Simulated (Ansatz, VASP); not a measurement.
# SnSe2: VASP beside Ansatz

```xyz
3
Lattice="2.9076 0.0000 0.0000 -1.4538 2.5180 0.0000 0.0000 0.0000 15.4042" Properties=species:S:1:pos:R:3 pbc="T T T"
Sn    0.0000    0.0000    0.0000
Se    0.0000    1.6787    1.4482
Se    0.0000    1.6787   13.9560
```

Change from the starting cell: species swapped into the MoSe2 type (P-6m2, No. 187).

Alike in both runs: task single point; functional PBE; k mesh 6 × 6 × 1; occupations gaussian, width 0.1 eV; no spin polarisation.

|  | VASP | Ansatz |
| --- | --- | --- |
| version | VASP 6.6.1 | Ansatz 0.2.0 |
| potentials or method | VASP PAW PBE potentials, release 64 (Sn_d, Se), cutoff 520 eV | scalar-relativistic, plane waves, PAW |
| valence electrons in the cell | 26 | 46 |

Ansatz gave:

```
gap on the k mesh at the Fermi level (eV) : none
rms of the force components (eV/Å)        : 8.005
```

Problem. Which values does VASP return?

Solution. gap on the k mesh at the Fermi level (eV): none; rms of the force components (eV/Å): 8.059.

Atom by atom the forces differ by 0.054 eV/Å (rms over components). A gap of «none» marks a metal or a gap that the smearing closes. VASP's potentials hold 26 valence electrons a cell and Ansatz's 46, so a difference there can come from the potentials and not from the codes.

The k mesh is coarse, so the values compare programs but aren't converged. Noted on VASP's run: the cell as given lies far from equilibrium.
